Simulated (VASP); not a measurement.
Wanted: the native input for a VASP 6.6.1 run.

| Quantity | Value |
| --- | --- |
| Task | single point |
| Functional | PBE |
| Dispersion | D3(BJ) |
| Potentials or basis | VASP PAW PBE potentials, release 64 (As, In_d, H) |
| Cutoff | 520 eV |
| k mesh | 6 × 6 × 1 |
| Occupations | gaussian, width 0.1 eV |
| Spin | no spin polarisation |
| Dipole correction | yes |
| Further INCAR settings | ALGO = Normal; EDIFF = 1e-07; NBANDS = 26 |

The structure of In2As2H lies in POSCAR:

```
In2As2H
1.0
    4.3220706691      0.0000000000      0.0000000000
   -2.1610353346      3.7430229964      0.0000000000
    0.0000000000      0.0000000000     21.7386927198
As In H
2 2 1
Direct
    0.0000000000      0.0000000000      0.1840037049
    0.3333333333      0.6666666667      0.3557112058
    0.3333333333      0.6666666667      0.2245875152
    0.6666666667      0.3333333333      0.3881876812
    1.5555555556      0.5555555556      0.5399907378
```

One way to write it, as run:

INCAR

```
PREC = Accurate
ENCUT = 520
EDIFF = 1E-7
ISMEAR = 0
SIGMA = 0.1
LREAL = F
LASPH = T
NELM = 100
ALGO = Normal
ISIF = 2
LWAVE = F
LCHARG = F
LDIPOL = T
IDIPOL = 3
DIPOL = 0.5 0.5 0.338
GGA = PE
IVDW = 12
NBANDS = 26
```

KPOINTS

```
regular mesh
0
Gamma
  6 6 1
```

Potentials or basis: VASP PAW PBE potentials, release 64 (As, In_d, H).

Command:

```bash
$ cat potpaw_PBE.64/As/POTCAR potpaw_PBE.64/In_d/POTCAR potpaw_PBE.64/H/POTCAR > POTCAR
$ mpirun -np 1 vasp_std > vasp.out
```

It gave:

The largest force is 0.567 eV/Å and the band gap on the k mesh is zero (an odd number of electrons rules out a gap without spin polarisation). The dispersion energy per atom is -0.173 eV.

Caveat: spin-orbit coupling is left out, which moves the levels of the heavy elements; an odd number of electrons without spin polarisation forces a metal; a magnetic or distorted state may lie lower.

Wall time 6.8 min on 1 thread of Intel(R) Xeon(R) Platinum 8259CL CPU @ 2.50GHz (Skylake/Cascade Lake), with other jobs on the host, peak memory 0.51 GiB.
